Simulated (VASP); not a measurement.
# Sb (R-3m) in VASP: a series of runs

The runs below take Sb through single point, with PBEsol.

All numbers are computed with VASP 6.6.1; they aren't measurements. Logs are shortened: lines on timing, memory, paths and dates and some standing lists are left out, and cuts for length are marked.

**1. The cell of the first run**

The structure is trigonal, space group R-3m (No. 166). The conventional cell has a = 4.262 Å, b = 4.262 Å, c = 10.690 Å, α = 90.00°, β = 90.00°, γ = 120.00°. Sb (site symmetry 3m) has 6 Sb at 2.91 to 3.18 Å within 3.8 Å.

**2. Single point, PBEsol (28.03 Å³/atom)**

INCAR

```
PREC = Accurate ; ENCUT = 520
EDIFF = 1E-6 ; ISMEAR = 0
SIGMA = 0.1 ; LREAL = False
LASPH = True ; NELM = 100
ALGO = Normal ; ISIF = 2
LWAVE = False ; LCHARG = False
GGA = PS ; NBANDS = 12
```

KPOINTS

```
Automatic mesh
0
Gamma
  12 12 12
```

POSCAR

```
Sb
1.0
    2.1311450649      1.2304171769      3.5634820541
   -2.1311450649      1.2304171769      3.5634820541
    0.0000000000     -2.4608343538      3.5634820541
Sb
2
Direct
    0.2389829850      0.2389829850      0.2389829850
    0.7610170150      0.7610170150      0.7610170150
```

Potentials or basis: VASP PAW PBE potentials, release 64 (Sb).

Run with:

```
> cat potpaw_PBE.64/Sb/POTCAR > POTCAR
> mpirun -np 1 vasp_std > vasp.out
```

OUTCAR:

```text
PREC = Accurate
   ENCUT = 520
   EDIFF = 1E-6
   ISMEAR = 0
   LREAL = False
   LASPH = True
   NELM = 100
   ISIF = 2
   GGA = PS

 ion  position               nearest neighbor table
   1  0.239  0.239  0.239-   2 2.91   2 2.91   2 2.91   2 3.18   2 3.18   2 3.18
   2  0.761  0.761  0.761-   1 2.91   1 2.91   1 2.91   1 3.18   1 3.18   1 3.18

  LATTYP: Found a trigonal (rhomboedric) cell.
 ALAT       =     4.3306015825
 COS(alpha) =     0.5156497140

  Lattice vectors:

 A1 = (   2.1311450649,   1.2304171769,   3.5634820541)
 A2 = (  -2.1311450649,   1.2304171769,   3.5634820541)
 A3 = (   0.0000000000,  -2.4608343538,   3.5634820541)

Analysis of symmetry for initial positions (statically):
=====================================================================
 Subroutine PRICEL returns:
 Original cell was already a primitive cell.

 Routine SETGRP: Setting up the symmetry group for a
 trigonal (rhombohedral) supercell.

 Subroutine GETGRP returns: Found 12 space group operations
 (whereof 12 operations were pure point group operations)
 out of a pool of 12 trial point group operations.

The static configuration has the point symmetry D_3d.

Analysis of symmetry for dynamics (positions and initial velocities):
=====================================================================
 Subroutine PRICEL returns:
 Original cell was already a primitive cell.

 Routine SETGRP: Setting up the symmetry group for a
 trigonal (rhombohedral) supercell.

 Subroutine GETGRP returns: Found 12 space group operations
 (whereof 12 operations were pure point group operations)
 out of a pool of 12 trial point group operations.

The dynamic configuration has the point symmetry D_3d.

 Subroutine INISYM returns: Found 12 space group operations
 (whereof 12 operations are pure point group operations),
 and found     1 'primitive' translations

----------------------------------------------------------------------------------------

                                     Primitive cell

  volume of cell :      56.0649

  direct lattice vectors                    reciprocal lattice vectors
     2.131145065  1.230417177  3.563482054     0.234615657  0.135455413  0.093541465
    -2.131145065  1.230417177  3.563482054    -0.234615657  0.135455413  0.093541465
     0.000000000 -2.460834354  3.563482054     0.000000000 -0.270910826  0.093541465

  length of vectors
     4.330601583  4.330601583  4.330601583     0.286605445  0.286605445  0.286605445

  position of ions in fractional coordinates (direct lattice)
     0.238982985  0.238982985  0.238982985
     0.761017015  0.761017015  0.761017015

  ion indices of the primitive-cell ions
   primitive index   ion index
                 1           1
                 2           2

----------------------------------------------------------------------------------------

 KPOINTS: Automatic mesh

Automatic generation of k-mesh.
 Grid dimensions read from file:
 generate k-points for:   12   12   12

 Generating k-lattice:

  Cartesian coordinates                     Fractional coordinates (reciprocal lattice)
     0.019551305  0.011287951  0.007795122     0.083333333  0.000000000  0.000000000
    -0.019551305  0.011287951  0.007795122     0.000000000  0.083333333  0.000000000
     0.000000000 -0.022575902  0.007795122     0.000000000  0.000000000  0.083333333

  Length of vectors
     0.023883787  0.023883787  0.023883787

  Shift w.r.t. Gamma in fractional coordinates (k-lattice)
     0.000000000  0.000000000  0.000000000

 Subroutine IBZKPT returns following result:
 ===========================================

 Found    189 irreducible k-points:

 Following reciprocal coordinates:
            Coordinates               Weight
  0.000000  0.000000  0.000000      1.000000
  0.083333 -0.000000 -0.000000      6.000000
  0.166667 -0.000000  0.000000      6.000000
  0.250000 -0.000000  0.000000      6.000000
  0.333333 -0.000000  0.000000      6.000000
  0.416667 -0.000000  0.000000      6.000000
[... 16 lines left out ...]
  0.500000  0.166667 -0.000000     12.000000
 -0.416667  0.166667  0.000000     12.000000
 [... further k-points ...]
   k-points           NKPTS =    189   k-points in BZ     NKDIM =    189   number of bands    NBANDS=     12
   number of dos      NEDOS =    301   number of ions     NIONS =      2
   total plane-waves  NPLWV =  32768
   dimension x,y,z NGX =    32 NGY =   32 NGZ =   32
   dimension x,y,z NGXF=    64 NGYF=   64 NGZF=   64
   ions per type =               2
   NGX,Y,Z   is equivalent  to a cutoff of  12.28, 12.28, 12.28 a.u.
   NGXF,Y,Z  is equivalent  to a cutoff of  24.57, 24.57, 24.57 a.u.
 SYSTEM =  unknown system
   PREC   = accura    normal or accurate (medium, high low for compatibility)
   ISTART =      0    job   : 0-new  1-cont  2-samecut
   ICHARG =      2    charge: 1-file 2-atom 10-const
   ISPIN  =      1    spin polarized calculation?
   LNONCOLLINEAR =      F non collinear calculations
   LSORBIT =      F    spin-orbit coupling
   LASPH  =      T    aspherical Exc in radial PAW
   ENCUT  =  520.0 eV  38.22 Ry    6.18 a.u.   8.05  8.05  8.05*2*pi/ulx,y,z
   NELM   =    100;   NELMIN=  2; NELMDL= -5     # of ELM steps
   EDIFF  = 0.1E-05   stopping-criterion for ELM
   LREAL  =      F    real-space projection
[... 7 lines left out ...]
   TEBEG  =    0.0;   TEEND  =   0.0 temperature during run
   PSTRESS=    0.0 pullay stress
   NELECT =      10.0000    total number of electrons
   NUPDOWN=      -1.0000    fix difference up-down
   EMIN   =  10.00;   EMAX   =-10.00  energy-range for DOS
   EFERMI =   0.00;   METHOD = LEGACY
   ISMEAR =     0;   SIGMA  =   0.10  broadening in eV -4-tet -1-fermi 0-gaus
   EFERMI_NEDOS =   21; number of points for ismear=-14 and -15
   IALGO  =     38    algorithm
   IMIX   =      4    mixing-type and parameters
     AMIX     =   0.40;   BMIX     =  1.00
     AMIX_MAG =   1.60;   BMIX_MAG =  1.00
  volume/ion in A,a.u.               =      28.03       189.17
  Fermi-wavevector in a.u.,A,eV,Ry     =   0.921533  1.741446 11.554392  0.849224
  Thomas-Fermi vector in A             =   2.046960
   LORBIT       =      0    0 simple, 1 ext, 2 COOP (PROOUT), +10 PAW based schemes
   GGA     = PS    functional components
   LHFCALC =     F    Hartree Fock is set to
   AEXX    =    0.0000 exact exchange contribution
   IVDW    =     0    specifies the selected vdW correction
   LEPSILON=     F    determine dielectric tensor
   LRPA    =     F    only Hartree local field effects (RPA)
 non-spin polarized calculation
 Gauss-broadening in eV      SIGMA  =   0.10
  energy-cutoff  :      520.00
  volume of cell :       56.06
 maximum number of plane-waves:      1530
   NGX = 17   NGY = 17   NGZ = 17

 number of electron      10.0000000 magnetization

 Free energy of the ion-electron system (eV)
  ---------------------------------------------------
  ext. energy  EPLUGINS =         0.00000000
  ---------------------------------------------------
  free energy    TOTEN  =        -9.08381388 eV

  energy without entropy =       -9.08186719  energy(sigma->0) =       -9.08284054

 E-fermi :   7.9470     XC(G=0): -10.0013

 val. band max:        7.9348702217   @ k =   0.3333   0.2500   0.2500
 cond. band min:       7.9575020736   @ k =   0.3333   0.0833   0.0833
 fundamental gap:      0.0226318519
 Fermi energy:         7.9469586908

 k-point     1 :       0.0000    0.0000    0.0000
  band No.  band energies     occupation
      1      -5.1567      2.00000
      2       3.6867      2.00000
      3       6.0118      2.00000
      4       6.0909      2.00000
      5       6.0909      2.00000
      6      10.6883      0.00000
      7      11.0642      0.00000
      8      11.0642      0.00000
      9      12.7752      0.00000
     10      12.7752      0.00000
     11      12.9412      0.00000
     12      14.4122      0.00000

 k-point     2 :       0.0833   -0.0000   -0.0000
  band No.  band energies     occupation
      1      -5.0751      2.00000
      2       3.1919      2.00000
      3       6.0293      2.00000
      4       6.0900      2.00000
      5       6.3897      2.00000
      6      10.5247      0.00000
      7      10.7766      0.00000
      8      10.8221      0.00000
      9      12.5237      0.00000
     10      12.8370      0.00000
     11      12.8732      0.00000
     12      15.0300      0.00000

 k-point     3 :       0.1667   -0.0000    0.0000
  band No.  band energies     occupation
      1      -4.8313      2.00000
      2       2.1609      2.00000
      3       6.0616      2.00000
      4       6.0972      2.00000
      5       6.8737      2.00000
      6      10.0034      0.00000
      7      10.1001      0.00000
      8      10.2491      0.00000
      9      12.4521      0.00000
     10      13.0830      0.00000
     11      13.2061      0.00000
     12      16.3243      0.00000
[... 286 lines left out ...]
 k-point    23 :       0.5000    0.1667   -0.0000
  band No.  band energies     occupation
      1      -2.7034      2.00000
      2      -1.3762      2.00000
      3       4.4079      2.00000
      4       5.4509      2.00000
      5       5.9464      2.00000
      6       9.5165      0.00000
      7       9.9544      0.00000
      8      10.9749      0.00000
      9      13.4430      0.00000
     10      16.3959      0.00000
     11      17.0643      0.00000
     12      17.5907      0.00000

 k-point    24 :      -0.4167    0.1667    0.0000
  band No.  band energies     occupation
      1      -2.4006      2.00000
      2      -1.7430      2.00000
      3       4.1444      2.00000
      4       5.8064      2.00000
      5       6.2794      2.00000
      6       8.9456      0.00000
      7       9.5559      0.00000
      8      11.3513      0.00000
      9      14.7344      0.00000
     10      15.0960      0.00000
     11      15.7233      0.00000
     12      18.7390      0.00000

 [... further k-points ...]

------------------------ aborting loop because EDIFF is reached ----------------------------------------

  FORCE on cell =-STRESS in cart. coord.  units (eV):
  Direction    XX          YY          ZZ          XY          YZ          ZX
  --------------------------------------------------------------------------------------
  -------------------------------------------------------------------------------------
  Total        1.1894163      1.1894163      1.1542478      0.0000000      0.0000000      0.0000000
  in kB       33.9901629     33.9901629     32.9851474      0.0000000      0.0000000      0.0000000
  external PRESSURE =      33.6551578 kB  Pullay stress =       0.0000000 kB

 VOLUME and BASIS-vectors are now :
 -----------------------------------------------------------------------------
  energy-cutoff  :      520.00
  volume of cell :       56.06
      direct lattice vectors                 reciprocal lattice vectors
     2.131145065  1.230417177  3.563482054     0.234615657  0.135455413  0.093541465
    -2.131145065  1.230417177  3.563482054    -0.234615657  0.135455413  0.093541465
     0.000000000 -2.460834354  3.563482054     0.000000000 -0.270910826  0.093541465

 POSITION                                       TOTAL-FORCE (eV/Angst)
 -----------------------------------------------------------------------------------
      0.00000      0.00000      2.55483         0.000000     -0.000000      0.040940
      0.00000      0.00000      8.13561         0.000000      0.000000     -0.040940
 -----------------------------------------------------------------------------------
    total drift:                               -0.000000     -0.000000      0.000000

  FREE ENERGIE OF THE ION-ELECTRON SYSTEM (eV)
  ---------------------------------------------------
  free  energy   TOTEN  =        -9.0838138803 eV

  energy  without entropy=       -9.0818671926  energy(sigma->0) =       -9.08284054
```

Wall time 90 s (1 thread of Intel Xeon 8259CL, shared host); peak memory 0.25 GiB.

What came out:

| Item | Value |
| --- | --- |
| Free energy | -9.0838 eV |
| Pressure | 3.4 GPa |
| Largest force | 0.041 eV/Å |
| Band gap on the k mesh | zero (bands 5 and 6 overlap by 0.50 eV) |

Forces in eV/Å, atoms in the order of the input:
```
Sb   0.000  0.000  0.041
Sb   0.000  0.000 -0.041
```

Stress tensor (GPa, compression positive):
```
3.40 0.00 0.00
0.00 3.40 0.00
0.00 0.00 3.30
```

Caveat: the cell stands under pressure; the PAW data sets were made with another functional, which shifts forces and pressure a little; spin-orbit coupling is left out, which moves the levels of the heavy elements.

**3. Single point, PBEsol (28.93 Å³/atom)**

This run uses another cell than the first one, of 28.93 Å³/atom.

INCAR

```
SYSTEM = Sb
ALGO = Normal ; EDIFF = 1E-6
ENCUT = 520 ; GGA = PS
ISIF = 2 ; ISMEAR = 0
LASPH = .True. ; LCHARG = .False.
LREAL = .False. ; LWAVE = .False.
NBANDS = 12 ; NELM = 100
PREC = Accurate ; SIGMA = 0.1
```

KPOINTS

```
k-points
0
Gamma
  12 12 12
  0 0 0
```

POSCAR

```
Sb
1.0
    2.1460052804      1.2389967263      3.6264601506
   -2.1460052804      1.2389967263      3.6264601506
    0.0000000000     -2.4779934526      3.6264601506
Sb
2
Direct
    0.2372883932      0.2372883932      0.2372883932
    0.7627116068      0.7627116068      0.7627116068
```

Potentials or basis: VASP PAW PBE potentials, release 64 (Sb).

Run with:

```
> cat potpaw_PBE.64/Sb/POTCAR > POTCAR
> mpirun -np 1 vasp_std > vasp.out
```

Run time: 2.5 min. Hardware: 1 thread of Intel Xeon 8259CL, shared host; peak memory 0.27 GiB.

Results (log left out):

| Property | Result |
| --- | --- |
| Free energy | -9.1096 eV |
| Pressure | 1.6 GPa |
| Largest force | 0.042 eV/Å |
| Band gap on the k mesh | zero (bands 5 and 6 overlap by 0.29 eV) |

Forces on the atoms (eV/Å):
```
Sb   0.000  0.000  0.042
Sb   0.000  0.000 -0.042
```

Stress tensor (GPa, compression positive):
```
1.67 0.00 0.00
0.00 1.67 0.00
0.00 0.00 1.56
```

Levels at points of the mesh, in eV from the Fermi level:
```
           k point  band 2  band 3  band 4  band 5  band 6  band 7  band 8  band 9
(0.00, 0.00, 0.00)   -4.47   -1.94   -1.81   -1.81    2.53    2.98    2.98    4.91
(0.50, 0.00, 0.00)   -9.81   -1.66   -1.48   -0.30   -0.09    0.22    0.28    8.04
(0.50, 0.50, 0.00)   -7.81   -5.73   -3.84   -3.80    1.58    5.31    5.63    7.48
(0.50, 0.50, 0.50)   -9.29   -1.20   -1.20   -0.36   -0.10   -0.10    0.95    7.52
```

Caveat: the PAW data sets were made with another functional, which shifts forces and pressure a little; spin-orbit coupling is left out, which moves the levels of the heavy elements.

**4. Single point, PBEsol**

This run uses another cell than the first one, of 29.82 Å³/atom.

INCAR

```
PREC = Accurate
ENCUT = 520
EDIFF = 1E-6
ISMEAR = 0
SIGMA = 0.1
LREAL = F
LASPH = T
NELM = 100
ALGO = Normal
ISIF = 2
LWAVE = F
LCHARG = F
GGA = PS
NBANDS = 12
```

KPOINTS

```
regular mesh
0
Gamma
  12 12 12
```

POSCAR

```
Sb
1.0
    2.1610267029      1.2476693486      3.6868246387
   -2.1610267029      1.2476693486      3.6868246387
    0.0000000000     -2.4953386973      3.6868246387
Sb
2
Direct
    0.2356859576      0.2356859576      0.2356859576
    0.7643140424      0.7643140424      0.7643140424
```

Run with:

```
> cat potpaw_PBE.64/Sb/POTCAR > POTCAR
> mpirun -np 1 vasp_std > vasp.out
```

It took 2.5 min on 1 thread of Intel Xeon 8259CL, shared host; peak memory 0.28 GiB.

Results (log left out):

```
Free energy            : -9.1177 eV
Pressure               : 0.2 GPa
Largest force          : 0.050 eV/Å
Band gap on the k mesh : zero (bands 5 and 6 overlap by 0.27 eV)
```

Forces on the atoms (eV/Å):
```
Sb   0.000  0.000  0.050
Sb   0.000  0.000 -0.050
```

Levels at points of the mesh, in eV from the Fermi level:
```
           k point  band 1  band 2  band 3  band 4  band 5  band 6  band 7  band 8  band 9  band 10
(0.00, 0.00, 0.00)  -12.71   -4.66   -1.92   -1.77   -1.77    2.34    2.86    2.86    4.99     4.99
(0.50, 0.00, 0.00)  -10.29   -9.66   -1.74   -1.56   -0.25   -0.15    0.26    0.37    7.83     8.54
(0.50, 0.50, 0.00)  -10.29   -7.86   -5.52   -3.72   -3.68    1.59    5.11    5.53    7.16     8.87
(0.50, 0.50, 0.50)  -10.98   -9.08   -1.22   -1.22   -0.46    0.02    0.02    1.01    7.27     8.86
```

Caveat: the PAW data sets were made with another functional, which shifts forces and pressure a little; spin-orbit coupling is left out, which moves the levels of the heavy elements.

[end of part 1 of 2]
